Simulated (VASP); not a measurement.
# Au (P6_3/mmc) in VASP: notebook

Runs on Au. Level: r2SCAN. Tasks: single point.

All numbers are computed with VASP 6.6.1; they aren't measurements. Logs are shortened: lines on timing, memory, paths and dates and some standing lists are left out, and cuts for length are marked.

**1. The cell of the first run**

It takes space group P6_3/mmc (No. 194, hexagonal). The conventional cell has a = 2.856 Å, b = 2.856 Å, c = 4.953 Å, α = 90.00°, β = 90.00°, γ = 120.00°. Au (site symmetry -6m2) has 12 Au at 2.86 to 2.98 Å within 3.8 Å.

This isn't the form of Au at room conditions, which is fcc.

**2. Single point, r2SCAN (strain -0.015 along x and y, +0.015 along z)**

Contents of POSCAR:

```
Au
1.0
    2.8564984343      0.0000000000      0.0000000000
   -1.4282492171      2.4738002100      0.0000000000
    0.0000000000      0.0000000000      4.9532000000
Au
2
Direct
    0.3333333333      0.6666666667      0.7500000000
    0.6666666667      0.3333333333      0.2500000000
```

Contents of INCAR.step1:

```
SYSTEM = Au
  ALGO = Normal
  EDIFF = 1E-4
  ENCUT = 520
  GGA = PE
  ISMEAR = 0
  LASPH = .TRUE.
  LCHARG = .FALSE.
  LREAL = .FALSE.
  LWAVE = .TRUE.
  NBANDS = 18
  NELM = 80
  PREC = Accurate
  SIGMA = 0.15
```

Contents of INCAR.step2:

```
SYSTEM = Au
  ALGO = Normal
  EDIFF = 1E-6
  ENCUT = 520
  ISIF = 2
  ISMEAR = 0
  ISTART = 1
  LASPH = .TRUE.
  LCHARG = .FALSE.
  LMIXTAU = .TRUE.
  LREAL = .FALSE.
  LWAVE = .FALSE.
  METAGGA = R2SCAN
  NBANDS = 18
  NELM = 80
  PREC = Accurate
  SIGMA = 0.15
```

Contents of KPOINTS:

```
k-points
0
G
  18 18 10
  0 0 0
```

Potentials or basis: VASP PAW PBE potentials, release 64 (Au).

Run with:

```sh
> cat potpaw_PBE.64/Au/POTCAR > POTCAR
> cp INCAR.step1 INCAR
> mpirun -np 1 vasp_std > vasp.out
> cp INCAR.step2 INCAR
> mpirun -np 1 vasp_std > vasp.out
```

OUTCAR:

```text
SYSTEM = Au
   EDIFF = 1E-6
   ENCUT = 520
   ISIF = 2
   ISMEAR = 0
   ISTART = 1
   LASPH = .TRUE.
   LREAL = .FALSE.
   METAGGA = R2SCAN
   NELM = 80
   PREC = Accurate

 ion  position               nearest neighbor table
   1  0.333  0.667  0.750-   2 2.98   2 2.98   2 2.98   2 2.98   2 2.98   2 2.98
   2  0.667  0.333  0.250-   1 2.98   1 2.98   1 2.98   1 2.98   1 2.98   1 2.98

  LATTYP: Found a hexagonal cell.
 ALAT       =     2.8564984343
 C/A-ratio  =     1.7340111027

  Lattice vectors:

 A1 = (   2.8564984343,   0.0000000000,   0.0000000000)
 A2 = (  -1.4282492171,   2.4738002100,   0.0000000000)
 A3 = (   0.0000000000,   0.0000000000,   4.9532000000)

Analysis of symmetry for initial positions (statically):
=====================================================================
 Subroutine PRICEL returns:
 Original cell was already a primitive cell.

 Routine SETGRP: Setting up the symmetry group for a
 hexagonal supercell.

 Subroutine GETGRP returns: Found 24 space group operations
 (whereof 12 operations were pure point group operations)
 out of a pool of 24 trial point group operations.

The static configuration has the point symmetry D_3d.
 The point group associated with its full space group is D_6h.

Analysis of symmetry for dynamics (positions and initial velocities):
=====================================================================
 Subroutine PRICEL returns:
 Original cell was already a primitive cell.

 Routine SETGRP: Setting up the symmetry group for a
 hexagonal supercell.

 Subroutine GETGRP returns: Found 24 space group operations
 (whereof 12 operations were pure point group operations)
 out of a pool of 24 trial point group operations.

The dynamic configuration has the point symmetry D_3d.
 The point group associated with its full space group is D_6h.

 Subroutine INISYM returns: Found 24 space group operations
 (whereof 12 operations are pure point group operations),
 and found     1 'primitive' translations

----------------------------------------------------------------------------------------

                                     Primitive cell

  volume of cell :      35.0013

  direct lattice vectors                    reciprocal lattice vectors
     2.856498434  0.000000000  0.000000000     0.350078960  0.202118182  0.000000000
    -1.428249217  2.473800210  0.000000000     0.000000000  0.404236363  0.000000000
     0.000000000  0.000000000  4.953200000     0.000000000  0.000000000  0.201889687

  length of vectors
     2.856498434  2.856498434  4.953200000     0.404236363  0.404236363  0.201889687

  position of ions in fractional coordinates (direct lattice)
     0.333333333  0.666666667  0.750000000
     0.666666667  0.333333333  0.250000000

  ion indices of the primitive-cell ions
   primitive index   ion index
                 1           1
                 2           2

----------------------------------------------------------------------------------------

 KPOINTS: k-points

Automatic generation of k-mesh.
 Grid dimensions read from file:
 generate k-points for:   18   18   10

 Generating k-lattice:

  Cartesian coordinates                     Fractional coordinates (reciprocal lattice)
     0.019448831  0.011228788  0.000000000     0.055555556 -0.000000000  0.000000000
     0.000000000  0.022457576  0.000000000     0.000000000  0.055555556  0.000000000
     0.000000000  0.000000000  0.020188969     0.000000000  0.000000000  0.100000000

  Length of vectors
     0.022457576  0.022457576  0.020188969

  Shift w.r.t. Gamma in fractional coordinates (k-lattice)
     0.000000000  0.000000000  0.000000000

 Subroutine IBZKPT returns following result:
 ===========================================

 Found    222 irreducible k-points:

 Following reciprocal coordinates:
            Coordinates               Weight
  0.000000  0.000000  0.000000      1.000000
  0.055556  0.000000  0.000000      6.000000
  0.111111  0.000000  0.000000      6.000000
  0.166667  0.000000  0.000000      6.000000
  0.222222  0.000000  0.000000      6.000000
  0.277778  0.000000  0.000000      6.000000
[... 16 lines left out ...]
  0.333333  0.111111  0.000000     12.000000
  0.388889  0.111111  0.000000     12.000000
 [... further k-points ...]
   k-points           NKPTS =    222   k-points in BZ     NKDIM =    222   number of bands    NBANDS=     18
   number of dos      NEDOS =    301   number of ions     NIONS =      2
   total plane-waves  NPLWV =  23040
   dimension x,y,z NGX =    24 NGY =   24 NGZ =   40
   dimension x,y,z NGXF=    48 NGYF=   48 NGZF=   80
   ions per type =               2
   NGX,Y,Z   is equivalent  to a cutoff of  13.97, 13.97, 13.43 a.u.
   NGXF,Y,Z  is equivalent  to a cutoff of  27.94, 27.94, 26.85 a.u.
 SYSTEM =  Au
   PREC   = accura    normal or accurate (medium, high low for compatibility)
   ISTART =      1    job   : 0-new  1-cont  2-samecut
   ICHARG =      0    charge: 1-file 2-atom 10-const
   ISPIN  =      1    spin polarized calculation?
   LNONCOLLINEAR =      F non collinear calculations
   LSORBIT =      F    spin-orbit coupling
   LASPH  =      T    aspherical Exc in radial PAW
   ENCUT  =  520.0 eV  38.22 Ry    6.18 a.u.   5.31  5.31  9.21*2*pi/ulx,y,z
   NELM   =     80;   NELMIN=  2; NELMDL=  0     # of ELM steps
   EDIFF  = 0.1E-05   stopping-criterion for ELM
   LREAL  =      F    real-space projection
   EDIFFG = 0.1E-04   stopping-criterion for IOM
   NSW    =      0    number of steps for IOM
   IBRION =     -1    ionic relax: 0-MD 1-quasi-New 2-CG
   NFREE  =      0    steps in history (QN), initial steepest desc. (CG)
   ISIF   =      2    stress and relaxation
   ISYM   =      2    0-nonsym 1-usesym 2-fastsym
   POTIM  = 0.5000    time-step for ionic-motion
   TEBEG  =    0.0;   TEEND  =   0.0 temperature during run
   PSTRESS=    0.0 pullay stress
   NELECT =      22.0000    total number of electrons
   NUPDOWN=      -1.0000    fix difference up-down
   EMIN   =  10.00;   EMAX   =-10.00  energy-range for DOS
   EFERMI =   0.00;   METHOD = LEGACY
   ISMEAR =     0;   SIGMA  =   0.15  broadening in eV -4-tet -1-fermi 0-gaus
   EFERMI_NEDOS =   21; number of points for ismear=-14 and -15
   IALGO  =     38    algorithm
   IMIX   =      4    mixing-type and parameters
     AMIX     =   0.40;   BMIX     =  1.00
     AMIX_MAG =   1.60;   BMIX_MAG =  1.00
  volume/ion in A,a.u.               =      17.50       118.10
  Fermi-wavevector in a.u.,A,eV,Ry     =   1.402343  2.650044 26.756751  1.966566
  Thomas-Fermi vector in A             =   2.525114
   LORBIT       =      0    0 simple, 1 ext, 2 COOP (PROOUT), +10 PAW based schemes
   METAGGA = R2SCAN    functional components
   LHFCALC =     F    Hartree Fock is set to
   AEXX    =    0.0000 exact exchange contribution
   IVDW    =     0    specifies the selected vdW correction
   LEPSILON=     F    determine dielectric tensor
   LRPA    =     F    only Hartree local field effects (RPA)
 non-spin polarized calculation
 Gauss-broadening in eV      SIGMA  =   0.15
  energy-cutoff  :      520.00
  volume of cell :       35.00
 maximum number of plane-waves:       978
 NGX is ok and might be reduce to    24
   NGX = 11   NGY = 11   NGZ = 19

 number of electron      22.0000000 magnetization

 Free energy of the ion-electron system (eV)
  ---------------------------------------------------
  ext. energy  EPLUGINS =         0.00000000
  ---------------------------------------------------
  free energy    TOTEN  =      -101.17137176 eV

  energy without entropy =     -101.16360523  energy(sigma->0) =     -101.16748850

 E-fermi :   8.9349     XC(G=0): -13.4337

 val. band max:        8.9294487466   @ k =   0.3889   0.1111   0.1000
 cond. band min:       8.9560667751   @ k =   0.3889   0.1111   0.2000
 fundamental gap:      0.0266180285
 Fermi energy:         8.9349054646

 k-point     1 :       0.0000    0.0000    0.0000
  band No.  band energies     occupation
      1      -0.9171      2.00000
      2       1.3351      2.00000
      3       3.7297      2.00000
      4       4.1672      2.00000
      5       4.1672      2.00000
      6       4.4319      2.00000
[... 10 lines left out ...]
     17      28.4618      0.00000
     18      28.4618      0.00000

 k-point     2 :       0.0556    0.0000    0.0000
  band No.  band energies     occupation
      1      -0.8139      2.00000
      2       1.4233      2.00000
      3       3.7302      2.00000
      4       4.1606      2.00000
      5       4.2354      2.00000
      6       4.3938      2.00000
[... 10 lines left out ...]
     17      27.8711      0.00000
     18      27.8948      0.00000

 k-point     3 :       0.1111    0.0000    0.0000
  band No.  band energies     occupation
      1      -0.5112      2.00000
      2       1.6713      2.00000
      3       3.6922      2.00000
      4       4.1694      2.00000
      5       4.3244      2.00000
      6       4.4361      2.00000
[... 10 lines left out ...]
     17      26.6845      0.00000
     18      27.8010      0.00000

 k-point     4 :       0.1667    0.0000    0.0000
  band No.  band energies     occupation
      1      -0.0340      2.00000
      2       2.0148      2.00000
      3       3.6092      2.00000
      4       4.0719      2.00000
      5       4.4400      2.00000
      6       4.4626      2.00000
[... 375 lines left out ...]
      4       3.8526      2.00000
      5       4.2005      2.00000
      6       4.2283      2.00000
[... 10 lines left out ...]
     17      23.3640      0.00000
     18      25.2505      0.00000

 k-point    23 :       0.3333    0.1111    0.0000
  band No.  band energies     occupation
      1       2.1632      2.00000
      2       2.3151      2.00000
      3       2.7675      2.00000
      4       4.1764      2.00000
      5       4.2384      2.00000
      6       4.5214      2.00000
[... 10 lines left out ...]
     17      22.2742      0.00000
     18      24.6710      0.00000

 k-point    24 :       0.3889    0.1111    0.0000
  band No.  band energies     occupation
      1       2.1778      2.00000
      2       2.2543      2.00000
      3       2.6143      2.00000
      4       4.1855      2.00000
      5       4.3818      2.00000
      6       4.5410      2.00000
[... 10 lines left out ...]
     17      21.3508      0.00000
     18      24.3304      0.00000

 [... further k-points ...]

------------------------ aborting loop because EDIFF is reached ----------------------------------------

  FORCE on cell =-STRESS in cart. coord.  units (eV):
  Direction    XX          YY          ZZ          XY          YZ          ZX
  --------------------------------------------------------------------------------------
  -------------------------------------------------------------------------------------
  Total        0.4694051      0.4694051     -0.0046312      0.0000000     -0.0000000      0.0000000
  in kB       21.4869069     21.4869069     -0.2119906      0.0000000     -0.0000000      0.0000000
  external PRESSURE =      14.2539411 kB  Pullay stress =       0.0000000 kB

 VOLUME and BASIS-vectors are now :
 -----------------------------------------------------------------------------
  energy-cutoff  :      520.00
  volume of cell :       35.00
      direct lattice vectors                 reciprocal lattice vectors
     2.856498434  0.000000000  0.000000000     0.350078960  0.202118182  0.000000000
    -1.428249217  2.473800210  0.000000000     0.000000000  0.404236363  0.000000000
     0.000000000  0.000000000  4.953200000     0.000000000  0.000000000  0.201889687

 POSITION                                       TOTAL-FORCE (eV/Angst)
 -----------------------------------------------------------------------------------
     -0.00000      1.64920      3.71490         0.000000     -0.000000      0.000000
      1.42825      0.82460      1.23830        -0.000000      0.000000      0.000000
 -----------------------------------------------------------------------------------
    total drift:                               -0.000000      0.000000     -0.000000

  FREE ENERGIE OF THE ION-ELECTRON SYSTEM (eV)
  ---------------------------------------------------
  free  energy   TOTEN  =      -101.1713717640 eV

  energy  without entropy=     -101.1636052312  energy(sigma->0) =     -101.16748850
```

Run time: 7.6 min. Hardware: 1 thread of AMD EPYC 7R13 (Zen 3), shared host; peak memory 0.23 GiB.

Results:

```
Free energy            : -101.1714 eV
Pressure               : 1.4 GPa
Band gap on the k mesh : zero (bands 11 and 12 overlap by 7.26 eV)
```

Caveat: the cell differs from its parent crystal (strain -0.015 along x and y, +0.015 along z); the PAW data sets were made with another functional, which shifts forces and pressure a little; spin-orbit coupling is left out, which moves the levels of the heavy elements.

**3. Single point, r2SCAN (strain -0.015 along x and y, +0.030 along z)**

Changes to POSCAR since step 2:

```diff
@@ -4,3 +4,3 @@
    -1.4282492171      2.4738002100      0.0000000000
-    0.0000000000      0.0000000000      4.9532000000
+    0.0000000000      0.0000000000      5.0264000000
 Au
```

Contents of INCAR.step1:

```
PREC = Accurate ; ENCUT = 520
ISMEAR = 0 ; SIGMA = 0.15
LREAL = False ; LASPH = True
NELM = 80 ; NBANDS = 18
GGA = PE ; ALGO = Normal
EDIFF = 1E-4 ; LWAVE = True
LCHARG = False
```

Contents of INCAR.step2:

```
PREC = Accurate ; ENCUT = 520
EDIFF = 1E-6 ; ISMEAR = 0
SIGMA = 0.15 ; LREAL = False
LASPH = True ; NELM = 80
ALGO = Normal ; ISIF = 2
LWAVE = False ; LCHARG = True
METAGGA = R2SCAN ; LMIXTAU = True
LELF = True ; LVHAR = True
NBANDS = 18 ; ISTART = 1
```

Contents of KPOINTS:

```
Automatic mesh
0
Gamma
  18 18 10
```

Potentials or basis: VASP PAW PBE potentials, release 64 (Au).

Run with:

```sh
> cat potpaw_PBE.64/Au/POTCAR > POTCAR
> cp INCAR.step1 INCAR
> mpirun -np 1 vasp_std > vasp.out
> cp INCAR.step2 INCAR
> mpirun -np 1 vasp_std > vasp.out
```

OUTCAR:

```text
PREC = Accurate
   ENCUT = 520
   EDIFF = 1E-6
   ISMEAR = 0
   LREAL = False
   LASPH = True
   NELM = 80
   ISIF = 2
   METAGGA = R2SCAN
   ISTART = 1

 ion  position               nearest neighbor table
   1  0.333  0.667  0.750-   2 3.01   2 3.01   2 3.01   2 3.01   2 3.01   2 3.01
   2  0.667  0.333  0.250-   1 3.01   1 3.01   1 3.01   1 3.01   1 3.01   1 3.01

  LATTYP: Found a hexagonal cell.
 ALAT       =     2.8564984343
 C/A-ratio  =     1.7596368826

  Lattice vectors:

[... 694 lines left out ...]
------------------------ aborting loop because EDIFF is reached ----------------------------------------

  FORCE on cell =-STRESS in cart. coord.  units (eV):
  Direction    XX          YY          ZZ          XY          YZ          ZX
  --------------------------------------------------------------------------------------
  -------------------------------------------------------------------------------------
  Total        0.0905885      0.0905885     -0.5415759      0.0000000     -0.0000000      0.0000000
  in kB        4.0862788      4.0862788    -24.4294837      0.0000000     -0.0000000      0.0000000
  external PRESSURE =      -5.4189754 kB  Pullay stress =       0.0000000 kB

 VOLUME and BASIS-vectors are now :
 -----------------------------------------------------------------------------
  energy-cutoff  :      520.00
  volume of cell :       35.52
      direct lattice vectors                 reciprocal lattice vectors
     2.856498434  0.000000000  0.000000000     0.350078960  0.202118182  0.000000000
    -1.428249217  2.473800210  0.000000000     0.000000000  0.404236363  0.000000000
     0.000000000  0.000000000  5.026400000     0.000000000  0.000000000  0.198949546

 POSITION                                       TOTAL-FORCE (eV/Angst)
 -----------------------------------------------------------------------------------
     -0.00000      1.64920      3.76980        -0.000000     -0.000000      0.000000
      1.42825      0.82460      1.25660         0.000000      0.000000      0.000000
 -----------------------------------------------------------------------------------
    total drift:                               -0.000000      0.000000     -0.000000

  FREE ENERGIE OF THE ION-ELECTRON SYSTEM (eV)
  ---------------------------------------------------
  free  energy   TOTEN  =      -101.1675036238 eV

  energy  without entropy=     -101.1598497801  energy(sigma->0) =     -101.16367670
```

OUTCAR.step1:

```text
PREC = Accurate
   ENCUT = 520
   ISMEAR = 0
   LREAL = False
   LASPH = True
[... 729 lines left out ...]
     -0.00000      1.64920      3.76980         0.000000     -0.000000      0.000000
      1.42825      0.82460      1.25660        -0.000000      0.000000      0.000000
 -----------------------------------------------------------------------------------
    total drift:                               -0.000000      0.000000     -0.000000

  FREE ENERGIE OF THE ION-ELECTRON SYSTEM (eV)
  ---------------------------------------------------
  free  energy   TOTEN  =        -6.4134157987 eV

  energy  without entropy=       -6.4050390305  energy(sigma->0) =       -6.40922741
```

Run time: 7.7 min. Hardware: 1 thread of AMD EPYC 7R13 (Zen 3), shared host; peak memory 0.23 GiB.

What came out:

- Free energy: -101.1675 eV
- Pressure: -0.5 GPa
- Band gap on the k mesh: zero (bands 11 and 12 overlap by 7.18 eV)

Caveat: the cell differs from its parent crystal (strain -0.015 along x and y, +0.030 along z); the PAW data sets were made with another functional, which shifts forces and pressure a little; spin-orbit coupling is left out, which moves the levels of the heavy elements.

[end of part 1 of 2]

The gap in the log of VASP goes by the Fermi energy; the results here count the filled bands.